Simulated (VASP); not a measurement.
# MgCd5O6 (Pmmm) in VASP: single point with PBE

Aim: the single point of MgCd5O6 with PBE.

All numbers are computed with VASP 6.6.1; they aren't measurements. Logs are shortened: lines on timing, memory, paths and dates and some standing lists are left out, and cuts for length are marked.

**1. The cell of the first run**

It takes space group Pmmm (No. 47, orthorhombic). The conventional cell has a = 3.301 Å, b = 4.703 Å, c = 10.029 Å, α = 90.00°, β = 90.00°, γ = 90.00°. Within 2.9 Å of Mg (site symmetry mmm) lie 6 O at 2.21 to 2.35 Å. Cd (site symmetry mmm) has 6 O at 2.35 to 2.36 Å within 3.1 Å. Cd (site symmetry mm2) has 6 O at 2.35 to 2.45 Å within 3.1 Å. Cd (site symmetry mm2) has 6 O at 2.31 to 2.37 Å within 3.1 Å. O (site symmetry mmm) has 6 Cd at 2.35 to 2.40 Å within 3.1 Å. O (site symmetry mm2) has 6 Cd at 2.35 to 2.37 Å within 3.1 Å. Within 3.0 Å of O (site symmetry mm2) lie 2 Mg at 2.21 Å and 4 Cd at 2.36 to 2.45 Å and 1 O at 2.94 Å. O (site symmetry mmm) has 4 Cd at 2.31 Å and 2 Mg at 2.35 Å within 3.1 Å.

**2. Single point, PBE**

Input file INCAR:

```
SYSTEM = MgCd5O6
PREC = Accurate
ENCUT = 840
EDIFF = 1E-6
ISMEAR = 0
SIGMA = 0.1
LREAL = .FALSE.
LASPH = .TRUE.
NELM = 120
ALGO = Normal
ISIF = 2
LWAVE = .FALSE.
LCHARG = .FALSE.
GGA = PE
NBANDS = 85
GGA_COMPAT = .FALSE.
```

Input file KPOINTS:

```
regular mesh
0
G
  6 4 2
  0 0 0
```

Input file POSCAR:

```
MgCd5O6
1.0
    3.3009369646      0.0000000000      0.0000000000
    0.0000000000      4.7031780739      0.0000000000
    0.0000000000      0.0000000000     10.0292608181
Mg Cd O
1 5 6
Direct
    0.5000000000      0.5000000000      0.5000000000
    0.0000000000      0.0000000000      0.0000000000
    0.5000000000      0.5000000000      0.1730889644
    0.0000000000      0.0000000000      0.3381669668
    0.0000000000      0.0000000000      0.6618330332
    0.5000000000      0.5000000000      0.8269110356
    0.0000000000      0.5000000000      0.0000000000
    0.5000000000      0.0000000000      0.1687180953
    0.0000000000      0.5000000000      0.3535694506
    0.5000000000      0.0000000000      0.5000000000
    0.0000000000      0.5000000000      0.6464305494
    0.5000000000      0.0000000000      0.8312819047
```

Potentials or basis: VASP PAW PBE potentials, release 64 (Mg_sv, Cd_sv_GW, O).

The run is started by

```sh
$ cat potpaw_PBE.64/Mg_sv/POTCAR potpaw_PBE.64/Cd_sv_GW/POTCAR potpaw_PBE.64/O/POTCAR > POTCAR
$ mpirun -np 1 vasp_std > vasp.out
```

OUTCAR:

```text
SYSTEM = MgCd5O6
   PREC = Accurate
   ENCUT = 840
   EDIFF = 1E-6
   ISMEAR = 0
   LREAL = .FALSE.
   LASPH = .TRUE.
   NELM = 120
   ISIF = 2
   GGA = PE

 ion  position               nearest neighbor table
   1  0.500  0.500  0.500-
   2  0.000  0.000  0.000-
   3  0.500  0.500  0.173-
   4  0.000  0.000  0.338-  10 2.31  10 2.31
   5  0.000  0.000  0.662-  10 2.31  10 2.31
   6  0.500  0.500  0.827-
   7  0.000  0.500  0.000-
   8  0.500  0.000  0.169-
   9  0.000  0.500  0.354-
  10  0.500  0.000  0.500-   4 2.31   5 2.31   4 2.31   5 2.31
  11  0.000  0.500  0.646-
  12  0.500  0.000  0.831-

  LATTYP: Found a simple orthorhombic cell.
 ALAT       =     3.3009369646
 B/A-ratio  =     1.4248009351
 C/A-ratio  =     3.0383072823

  Lattice vectors:

 A1 = (   3.3009369646,   0.0000000000,   0.0000000000)
 A2 = (   0.0000000000,   4.7031780739,   0.0000000000)
 A3 = (   0.0000000000,   0.0000000000,  10.0292608181)

Analysis of symmetry for initial positions (statically):
=====================================================================
 Subroutine PRICEL returns:
 Original cell was already a primitive cell.

 Routine SETGRP: Setting up the symmetry group for a
 simple orthorhombic supercell.

 Subroutine GETGRP returns: Found  8 space group operations
 (whereof  8 operations were pure point group operations)
 out of a pool of  8 trial point group operations.

The static configuration has the point symmetry D_2h.

Analysis of symmetry for dynamics (positions and initial velocities):
=====================================================================
 Subroutine PRICEL returns:
 Original cell was already a primitive cell.

 Routine SETGRP: Setting up the symmetry group for a
 simple orthorhombic supercell.

 Subroutine GETGRP returns: Found  8 space group operations
 (whereof  8 operations were pure point group operations)
 out of a pool of  8 trial point group operations.

The dynamic configuration has the point symmetry D_2h.

 Subroutine INISYM returns: Found  8 space group operations
 (whereof  8 operations are pure point group operations),
 and found     1 'primitive' translations

----------------------------------------------------------------------------------------

                                     Primitive cell

  volume of cell :     155.7032

  direct lattice vectors                    reciprocal lattice vectors
     3.300936965  0.000000000  0.000000000     0.302944288  0.000000000  0.000000000
     0.000000000  4.703178074  0.000000000     0.000000000  0.212622185  0.000000000
     0.000000000  0.000000000 10.029260818     0.000000000  0.000000000  0.099708246

  length of vectors
     3.300936965  4.703178074 10.029260818     0.302944288  0.212622185  0.099708246

  position of ions in fractional coordinates (direct lattice)
     0.500000000  0.500000000  0.500000000
     0.000000000  0.000000000  0.000000000
     0.500000000  0.500000000  0.173088964
     0.000000000  0.000000000  0.338166967
     0.000000000  0.000000000  0.661833033
     0.500000000  0.500000000  0.826911036
     0.000000000  0.500000000  0.000000000
     0.500000000  0.000000000  0.168718095
     0.000000000  0.500000000  0.353569451
     0.500000000  0.000000000  0.500000000
     0.000000000  0.500000000  0.646430549
     0.500000000  0.000000000  0.831281905

  ion indices of the primitive-cell ions
   primitive index   ion index
                 1           1
                 2           2
                 3           3
                 4           4
                 5           5
                 6           6
                 7           7
                 8           8
                 9           9
                10          10
                11          11
                12          12

----------------------------------------------------------------------------------------

 KPOINTS: regular mesh

Automatic generation of k-mesh.
 Grid dimensions read from file:
 generate k-points for:    6    4    2

 Generating k-lattice:

  Cartesian coordinates                     Fractional coordinates (reciprocal lattice)
     0.050490715  0.000000000  0.000000000     0.166666667  0.000000000  0.000000000
     0.000000000  0.053155546  0.000000000     0.000000000  0.250000000  0.000000000
     0.000000000  0.000000000  0.049854123     0.000000000  0.000000000  0.500000000

  Length of vectors
     0.050490715  0.053155546  0.049854123

  Shift w.r.t. Gamma in fractional coordinates (k-lattice)
     0.000000000  0.000000000  0.000000000

 Subroutine IBZKPT returns following result:
 ===========================================

 Found     24 irreducible k-points:

 Following reciprocal coordinates:
            Coordinates               Weight
  0.000000  0.000000  0.000000      1.000000
  0.166667  0.000000  0.000000      2.000000
  0.333333  0.000000  0.000000      2.000000
  0.500000  0.000000  0.000000      1.000000
  0.000000  0.250000  0.000000      2.000000
  0.166667  0.250000  0.000000      4.000000
[... 16 lines left out ...]
  0.333333  0.500000  0.500000      2.000000
  0.500000  0.500000  0.500000      1.000000
   k-points           NKPTS =     24   k-points in BZ     NKDIM =     24   number of bands    NBANDS=     85
   number of dos      NEDOS =    301   number of ions     NIONS =     12
   total plane-waves  NPLWV = 147456
   dimension x,y,z NGX =    32 NGY =   48 NGZ =   96
   dimension x,y,z NGXF=    64 NGYF=   96 NGZF=  192
   ions per type =               1   5   6
   NGX,Y,Z   is equivalent  to a cutoff of  16.12, 16.97, 15.91 a.u.
   NGXF,Y,Z  is equivalent  to a cutoff of  32.23, 33.93, 31.83 a.u.
 SYSTEM =  MgCd5O6
   PREC   = accura    normal or accurate (medium, high low for compatibility)
   ISTART =      0    job   : 0-new  1-cont  2-samecut
   ICHARG =      2    charge: 1-file 2-atom 10-const
   ISPIN  =      1    spin polarized calculation?
   LNONCOLLINEAR =      F non collinear calculations
   LSORBIT =      F    spin-orbit coupling
   LASPH  =      T    aspherical Exc in radial PAW
   ENCUT  =  840.0 eV  61.74 Ry    7.86 a.u.   7.80 11.11 23.70*2*pi/ulx,y,z
   NELM   =    120;   NELMIN=  2; NELMDL= -5     # of ELM steps
   EDIFF  = 0.1E-05   stopping-criterion for ELM
   LREAL  =      F    real-space projection
   EDIFFG = 0.1E-04   stopping-criterion for IOM
   NSW    =      0    number of steps for IOM
   IBRION =     -1    ionic relax: 0-MD 1-quasi-New 2-CG
   NFREE  =      0    steps in history (QN), initial steepest desc. (CG)
   ISIF   =      2    stress and relaxation
   ISYM   =      2    0-nonsym 1-usesym 2-fastsym
   POTIM  = 0.5000    time-step for ionic-motion
   TEBEG  =    0.0;   TEEND  =   0.0 temperature during run
   PSTRESS=    0.0 pullay stress
   NELECT =     146.0000    total number of electrons
   NUPDOWN=      -1.0000    fix difference up-down
   EMIN   =  10.00;   EMAX   =-10.00  energy-range for DOS
   EFERMI =   0.00;   METHOD = LEGACY
   ISMEAR =     0;   SIGMA  =   0.10  broadening in eV -4-tet -1-fermi 0-gaus
   EFERMI_NEDOS =   21; number of points for ismear=-14 and -15
   IALGO  =     38    algorithm
   IMIX   =      4    mixing-type and parameters
     AMIX     =   0.40;   BMIX     =  1.00
     AMIX_MAG =   1.60;   BMIX_MAG =  1.00
  volume/ion in A,a.u.               =      12.98        87.56
  Fermi-wavevector in a.u.,A,eV,Ry     =   1.602359  3.028020 34.933714  2.567556
  Thomas-Fermi vector in A             =   2.699192
   LORBIT       =      0    0 simple, 1 ext, 2 COOP (PROOUT), +10 PAW based schemes
   GGA     = PE    functional components
   LHFCALC =     F    Hartree Fock is set to
   AEXX    =    0.0000 exact exchange contribution
   IVDW    =     0    specifies the selected vdW correction
   LEPSILON=     F    determine dielectric tensor
   LRPA    =     F    only Hartree local field effects (RPA)
 non-spin polarized calculation
 Gauss-broadening in eV      SIGMA  =   0.10
  energy-cutoff  :      840.00
  volume of cell :      155.70
 maximum number of plane-waves:      8656
 NGX is ok and might be reduce to    32
   NGX = 15   NGY = 23   NGZ = 47

 number of electron     146.0000021 magnetization

 Free energy of the ion-electron system (eV)
  ---------------------------------------------------
  ext. energy  EPLUGINS =         0.00000000
  ---------------------------------------------------
  free energy    TOTEN  =       -50.59304678 eV

  energy without entropy =      -50.58796595  energy(sigma->0) =      -50.59050637

 E-fermi :   4.5391     XC(G=0): -11.5739

 val. band max:        4.5000231302   @ k =   0.0000   0.5000   0.5000
 cond. band min:       5.5270846933   @ k =   0.0000   0.0000   0.5000
 fundamental gap:      1.0270615631
 Fermi energy:         4.5391389917

 k-point     1 :       0.0000    0.0000    0.0000
  band No.  band energies     occupation
      1     -96.2731      2.00000
      2     -96.2731      2.00000
      3     -96.0761      2.00000
      4     -95.9573      2.00000
      5     -95.9571      2.00000
      6     -69.3556      2.00000
[... 77 lines left out ...]
     84      13.7530      0.00000
     85      14.9905      0.00000

 k-point     2 :       0.1667    0.0000    0.0000
  band No.  band energies     occupation
      1     -96.2730      2.00000
      2     -96.2730      2.00000
      3     -96.0760      2.00000
      4     -95.9573      2.00000
      5     -95.9570      2.00000
      6     -69.3555      2.00000
[... 1925 lines left out ...]
     84      12.4121      0.00000
     85      13.1978      0.00000

 k-point    24 :       0.5000    0.5000    0.5000
  band No.  band energies     occupation
      1     -96.2728      2.00000
      2     -96.2727      2.00000
      3     -96.0757      2.00000
      4     -95.9570      2.00000
      5     -95.9567      2.00000
      6     -69.3551      2.00000
[... 77 lines left out ...]
     84      13.3300      0.00000
     85      13.3781      0.00000

------------------------ aborting loop because EDIFF is reached ----------------------------------------

  FORCE on cell =-STRESS in cart. coord.  units (eV):
  Direction    XX          YY          ZZ          XY          YZ          ZX
  --------------------------------------------------------------------------------------
  -------------------------------------------------------------------------------------
  Total       -0.1930556     -0.2199741     -0.1900213      0.0000000      0.0000000      0.0000000
  in kB       -1.9865310     -2.2635210     -1.9553087      0.0000000      0.0000000      0.0000000
  external PRESSURE =      -2.0684536 kB  Pullay stress =       0.0000000 kB

 VOLUME and BASIS-vectors are now :
 -----------------------------------------------------------------------------
  energy-cutoff  :      840.00
  volume of cell :      155.70
      direct lattice vectors                 reciprocal lattice vectors
     3.300936965  0.000000000  0.000000000     0.302944288  0.000000000  0.000000000
     0.000000000  4.703178074  0.000000000     0.000000000  0.212622185  0.000000000
     0.000000000  0.000000000 10.029260818     0.000000000  0.000000000  0.099708246

 POSITION                                       TOTAL-FORCE (eV/Angst)
 -----------------------------------------------------------------------------------
      1.65047      2.35159      5.01463         0.000000     -0.000000      0.000000
      0.00000      0.00000      0.00000         0.000000     -0.000000      0.000000
      1.65047      2.35159      1.73595         0.000000     -0.000000      0.004083
      0.00000      0.00000      3.39156         0.000000      0.000000     -0.005756
      0.00000      0.00000      6.63770         0.000000     -0.000000      0.005756
      1.65047      2.35159      8.29331         0.000000     -0.000000     -0.004083
      0.00000      2.35159      0.00000         0.000000     -0.000000      0.000000
      1.65047      0.00000      1.69212         0.000000     -0.000000      0.000186
      0.00000      2.35159      3.54604         0.000000     -0.000000     -0.009326
      1.65047      0.00000      5.01463         0.000000     -0.000000      0.000000
      0.00000      2.35159      6.48322         0.000000     -0.000000      0.009326
      1.65047      0.00000      8.33714        -0.000000      0.000000     -0.000186
 -----------------------------------------------------------------------------------
    total drift:                                0.000000      0.000000      0.000000

  FREE ENERGIE OF THE ION-ELECTRON SYSTEM (eV)
  ---------------------------------------------------
  free  energy   TOTEN  =       -50.5930467843 eV

  energy  without entropy=      -50.5879659532  energy(sigma->0) =      -50.59050637
```

Run time: 23 min. Hardware: 1 thread of Intel Xeon Platinum 8488C (Sapphire Rapids), shared host; peak memory 0.72 GiB.

Results:

| Property | Result |
| --- | --- |
| Free energy | -50.5930 eV |
| Pressure | -0.2 GPa |
| Largest force | 0.009 eV/Å |
| Band gap on the k mesh | zero (bands 73 and 74 overlap by 0.26 eV) |

Forces on the atoms (eV/Å):
```
Mg   0.000  0.000  0.000
Cd   0.000  0.000  0.000
Cd   0.000  0.000  0.004
Cd   0.000  0.000 -0.006
Cd   0.000  0.000  0.006
Cd   0.000  0.000 -0.004
O    0.000  0.000  0.000
O    0.000  0.000  0.000
O    0.000  0.000 -0.009
O    0.000  0.000  0.000
O    0.000  0.000  0.009
O    0.000  0.000  0.000
```

Levels at points of the mesh, in eV from the Fermi level:
```csv
k point,band 70,band 71,band 72,band 73,band 74,band 75,band 76,band 77
"(0.00, 0.00, 0.00)",-1.16,-0.92,-0.66,-0.33,-0.30,2.96,3.10,4.08
"(0.50, 0.00, 0.00)",-1.93,-1.84,-0.63,-0.19,3.82,4.33,4.41,4.43
"(0.00, 0.50, 0.00)",-0.52,-0.43,-0.43,-0.19,3.35,3.42,3.93,4.20
"(0.50, 0.50, 0.00)",-0.55,-0.52,-0.13,-0.07,4.19,4.40,5.77,6.13
"(0.00, 0.00, 0.50)",-1.15,-1.01,-0.75,-0.15,0.99,1.36,4.31,4.43
"(0.50, 0.00, 0.50)",-1.29,-1.17,-1.02,-0.82,3.66,3.82,4.64,4.90
"(0.00, 0.50, 0.50)",-0.65,-0.51,-0.10,-0.04,3.56,3.56,3.66,4.05
"(0.50, 0.50, 0.50)",-0.99,-0.59,-0.45,-0.23,4.72,5.26,5.47,5.67
```

Caveat: semilocal functionals underestimate gaps, and a narrow one can read as zero.

The gap in the log of VASP goes by the Fermi energy; the results here count the filled bands.